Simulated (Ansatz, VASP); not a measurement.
**CuSe: VASP beside Ansatz**

```
Cu Se
1.0
     3.60866    0.00000    0.00000
    -1.80433    3.12519    0.00000
     0.00000    0.00000    3.52187
Cu Se
1 1
Direct
  0.00000 0.00000 0.00000
  0.66667 0.33333 0.50000
```

Alike in both runs: task single point; functional LDA; k mesh 6 × 6 × 5; occupations gaussian, width 0.05 eV; collinear spin; Hubbard terms Cu d U = 1.0 eV.

```csv
,VASP,Ansatz
version,VASP 6.6.1,Ansatz 0.2.0
potentials or method,"VASP PAW LDA potentials, release 64 (Cu, Se), cutoff 520 eV","scalar-relativistic, plane waves, PAW"
valence electrons in the cell,17,35
```

```csv
,VASP,Ansatz,Ansatz less VASP
gap on the k mesh at the Fermi level (eV),none,none,-
pressure (GPa),-13.8,-13.9,-0.12
"traceless stress, the component that is largest in VASP (GPa)",-4.78,-4.76,+0.017
net moment per atom (μB),0.00,0.00,0.000
```

LDA's correlation is that of Perdew and Zunger in VASP and of Perdew and Wang (1992) in Ansatz. The programs project onto different local orbitals, so the same U acts differently, and such runs can settle in different states. A gap of «none» marks a metal or a gap that the smearing closes. VASP's potentials hold 17 valence electrons a cell and Ansatz's 35, so a difference there can come from the potentials and not from the codes. Ansatz's warnings: filled band counts differ across k points, seeded moment not kept.
